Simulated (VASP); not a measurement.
# CdS (F-43m) in VASP: a series of runs

Aim: see how the results for CdS move with the level of theory and the settings. Levels: PBE, revPBE. Tasks: single point.

Everything below comes from runs of VASP 6.6.1. Logs are shortened: lines on timing, memory, paths and dates and some standing lists are left out, and cuts for length are marked.

### 1 The cell of the first run

It takes space group F-43m (No. 216, cubic). Conventional cell: a = 5.873 Å, b = 5.873 Å, c = 5.873 Å, α = 90.00°, β = 90.00°, γ = 90.00°. Cd (site symmetry -43m) has 4 S at 2.54 Å within 3.4 Å. Within 3.4 Å of S (site symmetry -43m) lie 4 Cd at 2.54 Å.

### 2 Single point, PBE

Contents of INCAR:

```
SYSTEM = CdS
PREC = Accurate
ENCUT = 520
EDIFF = 1E-6
ISMEAR = 0
SIGMA = 0.05
LREAL = .FALSE.
LASPH = .TRUE.
NELM = 100
ALGO = Normal
ISIF = 2
LWAVE = .FALSE.
LCHARG = .FALSE.
GGA = PE
NBANDS = 16
```

Contents of KPOINTS:

```
regular mesh
0
G
  10 10 10
  0 0 0
```

Contents of POSCAR:

```
CdS
1.0
    0.0000000000      2.9366599941      2.9366599941
    2.9366599941      0.0000000000      2.9366599941
    2.9366599941      2.9366599941      0.0000000000
Cd S
1 1
Direct
    0.0000000000      0.0000000000      0.0000000000
    0.7500000000      0.7500000000      0.7500000000
```

Potentials or basis: VASP PAW PBE potentials, release 64 (Cd, S).

Command:

```sh
$ cat potpaw_PBE.64/Cd/POTCAR potpaw_PBE.64/S/POTCAR > POTCAR
$ mpirun -np 1 vasp_std > vasp.out
```

OUTCAR:

```text
SYSTEM = CdS
   PREC = Accurate
   ENCUT = 520
   EDIFF = 1E-6
   ISMEAR = 0
   LREAL = .FALSE.
   LASPH = .TRUE.
   NELM = 100
   ISIF = 2
   GGA = PE

 ion  position               nearest neighbor table
   1  0.000  0.000  0.000-   2 2.54   2 2.54   2 2.54   2 2.54
   2  0.750  0.750  0.750-   1 2.54   1 2.54   1 2.54   1 2.54

  LATTYP: Found a face centered cubic cell.
 ALAT       =     5.8733199882

  Lattice vectors:

 A1 = (   0.0000000000,   2.9366599941,   2.9366599941)
 A2 = (   2.9366599941,   0.0000000000,   2.9366599941)
 A3 = (   2.9366599941,   2.9366599941,   0.0000000000)

Analysis of symmetry for initial positions (statically):
=====================================================================
 Subroutine PRICEL returns:
 Original cell was already a primitive cell.

 Routine SETGRP: Setting up the symmetry group for a
 face centered cubic supercell.

 Subroutine GETGRP returns: Found 24 space group operations
 (whereof 24 operations were pure point group operations)
 out of a pool of 48 trial point group operations.

The static configuration has the point symmetry T_d .

Analysis of symmetry for dynamics (positions and initial velocities):
=====================================================================
 Subroutine PRICEL returns:
 Original cell was already a primitive cell.

 Routine SETGRP: Setting up the symmetry group for a
 face centered cubic supercell.

 Subroutine GETGRP returns: Found 24 space group operations
 (whereof 24 operations were pure point group operations)
 out of a pool of 48 trial point group operations.

The dynamic configuration has the point symmetry T_d .

 Subroutine INISYM returns: Found 24 space group operations
 (whereof 24 operations are pure point group operations),
 and found     1 'primitive' translations

----------------------------------------------------------------------------------------

                                     Primitive cell

  volume of cell :      50.6513

  direct lattice vectors                    reciprocal lattice vectors
     0.000000000  2.936659994  2.936659994    -0.170261454  0.170261454  0.170261454
     2.936659994  0.000000000  2.936659994     0.170261454 -0.170261454  0.170261454
     2.936659994  2.936659994  0.000000000     0.170261454  0.170261454 -0.170261454

  length of vectors
     4.153064392  4.153064392  4.153064392     0.294901489  0.294901489  0.294901489

  position of ions in fractional coordinates (direct lattice)
     0.000000000  0.000000000  0.000000000
     0.750000000  0.750000000  0.750000000

  ion indices of the primitive-cell ions
   primitive index   ion index
                 1           1
                 2           2

----------------------------------------------------------------------------------------

 KPOINTS: regular mesh

Automatic generation of k-mesh.
 Grid dimensions read from file:
 generate k-points for:   10   10   10

 Generating k-lattice:

  Cartesian coordinates                     Fractional coordinates (reciprocal lattice)
    -0.017026145  0.017026145  0.017026145     0.100000000  0.000000000  0.000000000
     0.017026145 -0.017026145  0.017026145     0.000000000  0.100000000  0.000000000
     0.017026145  0.017026145 -0.017026145     0.000000000  0.000000000  0.100000000

  Length of vectors
     0.029490149  0.029490149  0.029490149

  Shift w.r.t. Gamma in fractional coordinates (k-lattice)
     0.000000000  0.000000000  0.000000000

 Subroutine IBZKPT returns following result:
 ===========================================

 Found     47 irreducible k-points:

 Following reciprocal coordinates:
            Coordinates               Weight
  0.000000  0.000000  0.000000      1.000000
  0.100000  0.000000  0.000000      8.000000
  0.200000  0.000000  0.000000      8.000000
  0.300000  0.000000  0.000000      8.000000
  0.400000  0.000000  0.000000      8.000000
  0.500000  0.000000  0.000000      4.000000
[... 16 lines left out ...]
  0.300000  0.300000  0.000000      6.000000
  0.400000  0.300000  0.000000     24.000000
 [... further k-points ...]
   k-points           NKPTS =     47   k-points in BZ     NKDIM =     47   number of bands    NBANDS=     16
   number of dos      NEDOS =    301   number of ions     NIONS =      2
   total plane-waves  NPLWV =  32768
   dimension x,y,z NGX =    32 NGY =   32 NGZ =   32
   dimension x,y,z NGXF=    64 NGYF=   64 NGZF=   64
   ions per type =               1   1
   NGX,Y,Z   is equivalent  to a cutoff of  12.81, 12.81, 12.81 a.u.
   NGXF,Y,Z  is equivalent  to a cutoff of  25.62, 25.62, 25.62 a.u.
 SYSTEM =  CdS
   PREC   = accura    normal or accurate (medium, high low for compatibility)
   ISTART =      0    job   : 0-new  1-cont  2-samecut
   ICHARG =      2    charge: 1-file 2-atom 10-const
   ISPIN  =      1    spin polarized calculation?
   LNONCOLLINEAR =      F non collinear calculations
   LSORBIT =      F    spin-orbit coupling
   LASPH  =      T    aspherical Exc in radial PAW
   ENCUT  =  520.0 eV  38.22 Ry    6.18 a.u.   7.72  7.72  7.72*2*pi/ulx,y,z
   NELM   =    100;   NELMIN=  2; NELMDL= -5     # of ELM steps
   EDIFF  = 0.1E-05   stopping-criterion for ELM
   LREAL  =      F    real-space projection
   EDIFFG = 0.1E-04   stopping-criterion for IOM
   NSW    =      0    number of steps for IOM
   IBRION =     -1    ionic relax: 0-MD 1-quasi-New 2-CG
   NFREE  =      0    steps in history (QN), initial steepest desc. (CG)
   ISIF   =      2    stress and relaxation
   ISYM   =      2    0-nonsym 1-usesym 2-fastsym
   POTIM  = 0.5000    time-step for ionic-motion
   TEBEG  =    0.0;   TEEND  =   0.0 temperature during run
   PSTRESS=    0.0 pullay stress
   NELECT =      18.0000    total number of electrons
   NUPDOWN=      -1.0000    fix difference up-down
   EMIN   =  10.00;   EMAX   =-10.00  energy-range for DOS
   EFERMI =   0.00;   METHOD = LEGACY
   ISMEAR =     0;   SIGMA  =   0.05  broadening in eV -4-tet -1-fermi 0-gaus
   EFERMI_NEDOS =   21; number of points for ismear=-14 and -15
   IALGO  =     38    algorithm
   IMIX   =      4    mixing-type and parameters
     AMIX     =   0.40;   BMIX     =  1.00
     AMIX_MAG =   1.60;   BMIX_MAG =  1.00
  volume/ion in A,a.u.               =      25.33       170.91
  Fermi-wavevector in a.u.,A,eV,Ry     =   1.159583  2.191295 18.294853  1.344634
  Thomas-Fermi vector in A             =   2.296175
   LORBIT       =      0    0 simple, 1 ext, 2 COOP (PROOUT), +10 PAW based schemes
   GGA     = PE    functional components
   LHFCALC =     F    Hartree Fock is set to
   AEXX    =    0.0000 exact exchange contribution
   IVDW    =     0    specifies the selected vdW correction
   LEPSILON=     F    determine dielectric tensor
   LRPA    =     F    only Hartree local field effects (RPA)
 non-spin polarized calculation
 Gauss-broadening in eV      SIGMA  =   0.05
  energy-cutoff  :      520.00
  volume of cell :       50.65
 maximum number of plane-waves:      1387
   NGX = 15   NGY = 15   NGZ = 15

 number of electron      18.0000005 magnetization

 Free energy of the ion-electron system (eV)
  ---------------------------------------------------
  ext. energy  EPLUGINS =         0.00000000
  ---------------------------------------------------
  free energy    TOTEN  =        -6.13802915 eV

  energy without entropy =       -6.13802915  energy(sigma->0) =       -6.13802915

 E-fermi :   1.3577     XC(G=0):  -9.0533

 val. band max:        1.1389230295   @ k =   0.0000   0.0000   0.0000
 cond. band min:       2.2432227152   @ k =   0.0000   0.0000   0.0000
 fundamental gap:      1.1042996858
 Fermi energy:         1.3576757006

 k-point     1 :       0.0000    0.0000    0.0000
  band No.  band energies     occupation
      1     -11.1060      2.00000
      2      -6.5161      2.00000
      3      -6.5161      2.00000
      4      -6.5161      2.00000
      5      -6.0640      2.00000
      6      -6.0640      2.00000
[... 8 lines left out ...]
     15      12.5881      0.00000
     16      12.5881      0.00000

 k-point     2 :       0.1000    0.0000    0.0000
  band No.  band energies     occupation
      1     -11.0674      2.00000
      2      -6.5021      2.00000
      3      -6.5021      2.00000
      4      -6.4829      2.00000
      5      -6.0648      2.00000
      6      -6.0648      2.00000
[... 8 lines left out ...]
     15      12.1418      0.00000
     16      12.9671      0.00000

 k-point     3 :       0.2000    0.0000    0.0000
  band No.  band energies     occupation
      1     -10.9658      2.00000
      2      -6.4677      2.00000
      3      -6.4677      2.00000
      4      -6.3702      2.00000
      5      -6.0635      2.00000
      6      -6.0635      2.00000
[... 8 lines left out ...]
     15      11.7355      0.00000
     16      12.7165      0.00000

 k-point     4 :       0.3000    0.0000    0.0000
  band No.  band energies     occupation
      1     -10.8398      2.00000
      2      -6.4316      2.00000
      3      -6.4316      2.00000
      4      -6.1553      2.00000
      5      -6.0535      2.00000
      6      -6.0535      2.00000
[... 8 lines left out ...]
     15      11.9815      0.00000
     16      12.2019      0.00000
[... 324 lines left out ...]
 k-point    22 :      -0.2000    0.2000    0.0000
  band No.  band energies     occupation
      1     -10.7976      2.00000
      2      -6.4084      2.00000
      3      -6.3948      2.00000
      4      -6.1550      2.00000
      5      -6.0820      2.00000
      6      -5.9889      2.00000
[... 8 lines left out ...]
     15      13.0958      0.00000
     16      14.6610      0.00000

 k-point    23 :       0.3000    0.3000    0.0000
  band No.  band energies     occupation
      1     -10.7545      2.00000
      2      -6.3135      2.00000
      3      -6.3135      2.00000
      4      -6.3061      2.00000
      5      -6.0222      2.00000
      6      -6.0105      2.00000
[... 8 lines left out ...]
     15      13.1167      0.00000
     16      16.2129      0.00000

 k-point    24 :       0.4000    0.3000    0.0000
  band No.  band energies     occupation
      1     -10.6761      2.00000
      2      -6.3192      2.00000
      3      -6.2726      2.00000
      4      -6.2332      2.00000
      5      -6.0017      2.00000
      6      -5.8772      2.00000
[... 8 lines left out ...]
     15      13.4554      0.00000
     16      15.5902      0.00000

 [... further k-points ...]

------------------------ aborting loop because EDIFF is reached ----------------------------------------

  FORCE on cell =-STRESS in cart. coord.  units (eV):
  Direction    XX          YY          ZZ          XY          YZ          ZX
  --------------------------------------------------------------------------------------
  -------------------------------------------------------------------------------------
  Total        0.5907938      0.5907938      0.5907938     -0.0000000     -0.0000000      0.0000000
  in kB       18.6876847     18.6876847     18.6876847     -0.0000000     -0.0000000      0.0000000
  external PRESSURE =      18.6876847 kB  Pullay stress =       0.0000000 kB

 VOLUME and BASIS-vectors are now :
 -----------------------------------------------------------------------------
  energy-cutoff  :      520.00
  volume of cell :       50.65
      direct lattice vectors                 reciprocal lattice vectors
     0.000000000  2.936659994  2.936659994    -0.170261454  0.170261454  0.170261454
     2.936659994  0.000000000  2.936659994     0.170261454 -0.170261454  0.170261454
     2.936659994  2.936659994  0.000000000     0.170261454  0.170261454 -0.170261454

 POSITION                                       TOTAL-FORCE (eV/Angst)
 -----------------------------------------------------------------------------------
      0.00000      0.00000      0.00000        -0.000000     -0.000000     -0.000000
      4.40499      4.40499      4.40499         0.000000      0.000000      0.000000
 -----------------------------------------------------------------------------------
    total drift:                                0.000000      0.000000      0.000000

  FREE ENERGIE OF THE ION-ELECTRON SYSTEM (eV)
  ---------------------------------------------------
  free  energy   TOTEN  =        -6.1380291460 eV

  energy  without entropy=       -6.1380291460  energy(sigma->0) =       -6.13802915
```

It took 30 s on 1 thread of Intel Xeon 6975P-C, shared host; peak memory 0.19 GiB.

Results:

* Free energy: -6.1380 eV
* Pressure: 1.9 GPa
* Band gap on the k mesh: 1.10 eV, direct

Levels at points of the mesh, in eV from the valence-band top:
| k point | band 7 | band 8 | band 9 | band 10 | band 11 | band 12 |
| --- | --- | --- | --- | --- | --- | --- |
| (0.00, 0.00, 0.00) | 0.00 | 0.00 | 0.00 | 1.10 | 6.55 | 6.55 |
| (0.50, 0.00, 0.00) | -4.28 | -0.72 | -0.72 | 2.98 | 7.01 | 7.01 |
| (0.50, 0.50, 0.00) | -3.86 | -1.81 | -1.81 | 3.59 | 4.32 | 9.15 |

Expect the measured gap to be larger: semilocal functionals such as PBE lack the derivative discontinuity.

### 3 Single point, PBE (volume scaled by 0.980)

Contents of INCAR:

```
ALGO = Normal ; EDIFF = 1E-7
ENCUT = 520 ; GGA = PE
ISIF = 2 ; ISMEAR = 0
LASPH = T ; LCHARG = F
LREAL = F ; LWAVE = F
NBANDS = 16 ; NELM = 60
PREC = Accurate ; SIGMA = 0.05
```

Contents of KPOINTS:

```
k-points
0
Gamma
  10 10 10
```

Contents of POSCAR:

```
CdS
1.0
    0.0000000000      2.9434651442      2.9434651442
    2.9434651442      0.0000000000      2.9434651442
    2.9434651442      2.9434651442      0.0000000000
Cd S
1 1
Direct
    0.0000000000      0.0000000000      0.0000000000
    0.7500000000      0.7500000000      0.7500000000
```

Potentials or basis: VASP PAW PBE potentials, release 64 (Cd, S).

Command:

```sh
$ cat potpaw_PBE.64/Cd/POTCAR potpaw_PBE.64/S/POTCAR > POTCAR
$ mpirun -np 1 vasp_std > vasp.out
```

It took 33 s on 1 thread of Intel Xeon 6975P-C, shared host; peak memory 0.19 GiB.

It converged, with:

```yaml
Free_energy: -6.1417 eV
Pressure: 1.4 GPa
Band_gap_on_the_k_mesh: 1.09 eV, direct
```

Levels at points of the mesh, in eV from the valence-band top:
```
           k point  band 6  band 7  band 8  band 9  band 10  band 11  band 12  band 13
(0.00, 0.00, 0.00)   -7.19    0.00    0.00    0.00     1.09     6.55     6.55     6.55
(0.50, 0.00, 0.00)   -6.83   -4.24   -0.71   -0.71     2.97     7.01     7.01     7.39
(0.50, 0.50, 0.00)   -6.77   -3.83   -1.78   -1.78     3.60     4.31     9.12    10.62
```

Caveat: the cell differs from its parent crystal (volume scaled by 0.980).

### 4 Single point, PBE

This run uses another cell than the first one, of 26.02 Å³/atom, 1.028 times its volume.

Contents of INCAR:

```
  ALGO = Normal
  EDIFF = 1E-7
  ENCUT = 520
  GGA = PE
  ISIF = 2
  ISMEAR = 0
  LASPH = T
  LCHARG = T
  LELF = T
  LREAL = F
  LVHAR = T
  LWAVE = F
  NBANDS = 16
  NELM = 80
  PREC = Accurate
  SIGMA = 0.05
```

KPOINTS is that of step 3.

Contents of POSCAR:

```
CdS
1.0
    0.0000000000      2.9633540255      2.9633540255
    2.9633540255      0.0000000000      2.9633540255
    2.9633540255      2.9633540255      0.0000000000
Cd S
1 1
Direct
    0.0000000000      0.0000000000      0.0000000000
    0.7500000000      0.7500000000      0.7500000000
```

Command:

```sh
$ cat potpaw_PBE.64/Cd/POTCAR potpaw_PBE.64/S/POTCAR > POTCAR
$ mpirun -np 1 vasp_std > vasp.out
```

Wall time 31 s (1 thread of Intel Xeon 6975P-C, shared host); peak memory 0.19 GiB.

The run converged. Its results:

```yaml
Free_energy: -6.1474 eV
Pressure: 0.3 GPa
Band_gap_on_the_k_mesh: 1.04 eV, direct
```

Levels at points of the mesh, in eV from the valence-band top:
```
           k point  band 5  band 6  band 7  band 8  band 9  band 10  band 11  band 12  band 13  band 14
(0.00, 0.00, 0.00)   -7.15   -7.15    0.00    0.00    0.00     1.04     6.55     6.55     6.55    11.18
(0.50, 0.00, 0.00)   -7.12   -6.81   -4.12   -0.69   -0.69     2.94     7.01     7.01     7.33    10.94
(0.50, 0.50, 0.00)   -7.08   -6.75   -3.75   -1.72   -1.72     3.63     4.28     9.04    10.49    10.49
```

A hybrid or GW would open this gap; PBE tends to underestimate it.

### 5 Single point, PBE

This run uses another cell than the first one, of 26.02 Å³/atom, 1.028 times its volume.

Contents of INCAR:

```
PREC = Accurate
ENCUT = 520
EDIFF = 1E-6
ISMEAR = -5
SIGMA = 0.1
LREAL = False
LASPH = True
NELM = 100
ALGO = Normal
ISIF = 2
LWAVE = False
LCHARG = True
GGA = PE
LELF = True
LVHAR = True
NBANDS = 16
```

Contents of KPOINTS:

```
regular mesh
0
Gamma
  10 10 10
```

POSCAR is that of step 4.

Command:

```sh
$ cat potpaw_PBE.64/Cd/POTCAR potpaw_PBE.64/S/POTCAR > POTCAR
$ mpirun -np 1 vasp_std > vasp.out
```

Run time: 30 s. Hardware: 1 thread of Intel Xeon 6975P-C, shared host; peak memory 0.19 GiB.

The run converged. Its results:

* Free energy: -6.1474 eV
* Pressure: 0.3 GPa
* Band gap on the k mesh: 1.04 eV, direct

Levels at points of the mesh, in eV from the valence-band top:
```
           k point  band 7  band 8  band 9  band 10  band 11  band 12
(0.00, 0.00, 0.00)    0.00    0.00    0.00     1.04     6.55     6.55
(0.50, 0.00, 0.00)   -4.12   -0.69   -0.69     2.94     7.01     7.01
(0.50, 0.50, 0.00)   -3.75   -1.72   -1.72     3.63     4.28     9.04
```

### 6 Single point, revPBE

This run uses another cell than the first one, of 26.02 Å³/atom, 1.028 times its volume.

Contents of INCAR:

```
SYSTEM = CdS
PREC = Accurate ; ENCUT = 520
EDIFF = 1E-6 ; ISMEAR = 0
SIGMA = 0.05 ; LREAL = .False.
LASPH = .True. ; NELM = 60
ALGO = Normal ; ISIF = 2
LWAVE = .False. ; LCHARG = .False.
GGA = RE ; NBANDS = 16
```

Contents of KPOINTS:

```
Automatic mesh
0
Gamma
  10 10 10
  0 0 0
```

POSCAR is that of step 5.

Potentials or basis: VASP PAW PBE potentials, release 64 (Cd, S).

Command:

```sh
$ cat potpaw_PBE.64/Cd/POTCAR potpaw_PBE.64/S/POTCAR > POTCAR
$ mpirun -np 1 vasp_std > vasp.out
```

Wall time 30 s (1 thread of Intel Xeon 6975P-C, shared host); peak memory 0.19 GiB.

The run converged. Its results:

```yaml
Free_energy: -5.5822 eV
Pressure: 1.8 GPa
Band_gap_on_the_k_mesh: 1.18 eV, direct
```

Levels at points of the mesh, in eV from the valence-band top:
| k point | band 7 | band 8 | band 9 | band 10 | band 11 | band 12 |
| --- | --- | --- | --- | --- | --- | --- |
| (0.00, 0.00, 0.00) | 0.00 | 0.00 | 0.00 | 1.18 | 6.61 | 6.61 |
| (0.50, 0.00, 0.00) | -4.07 | -0.68 | -0.68 | 3.04 | 7.07 | 7.07 |
| (0.50, 0.50, 0.00) | -3.71 | -1.70 | -1.70 | 3.77 | 4.36 | 9.21 |

Caveat: the PAW data sets were made with another functional, which shifts forces and pressure a little.

### 7 Summary

```tsv
level	cell	smearing	gap on the mesh (eV)	pressure (GPa)
PBE	a = 4.153 Å, angles 60.0°, 2 atoms	gaussian 0.05 eV	1.10	1.9
PBE	a = 4.163 Å, angles 60.0°, 2 atoms	gaussian 0.05 eV	1.09	1.4
PBE	a = 4.191 Å, angles 60.0°, 2 atoms	gaussian 0.05 eV	1.04	0.3
PBE	a = 4.191 Å, angles 60.0°, 2 atoms	tetrahedron	1.04	0.3
revPBE	a = 4.191 Å, angles 60.0°, 2 atoms	gaussian 0.05 eV	1.18	1.8
```

Alike in all rows: task single point; potentials or basis VASP PAW PBE potentials, release 64 (Cd, S); no spin polarisation; k mesh 10 × 10 × 10; cutoff (eV) 520.

Caveats: the PAW data sets were made with another functional, which shifts forces and pressure a little (some runs).

Absolute energies hang on the potentials; compare differences alone.
